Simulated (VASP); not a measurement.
Crystal: TePb.

```
CELL_PARAMETERS angstrom
0.00000 3.16504 3.16504
3.16504 0.00000 3.16504
3.16504 3.16504 0.00000
ATOMIC_POSITIONS crystal
Pb 0.00000 0.00000 0.00000
Te 0.50000 0.50000 0.50000
```

This cell differs from its parent crystal: volume scaled by 0.94.

Base run:

| Property | Result |
| --- | --- |
| Program | VASP 6.6.1 |
| Functional | PBEsol |
| Potentials or basis | VASP PAW PBE potentials, release 64 (Pb_d, Te) |
| Cutoff | 520 eV |
| k mesh | 7 × 7 × 7 |
| Occupations | fermi-dirac, width 0.05 eV |
| Spin | no spin polarisation |

Its results: pressure 2.6 GPa.

Problem. After a change of settings the same cell gave: pressure 9.4 GPa. Which change was it?
A. functional from PBEsol to BLYP
B. functional from PBEsol to PBE; dispersion from none to D3(BJ)
C. dispersion from none to D3(BJ)
D. functional from PBEsol to revPBE

Solution. A.

BLYP binds less tightly than PBEsol, so the same cell stands under more pressure.

Caveats: the PAW data sets were made with another functional, which shifts forces and pressure a little.
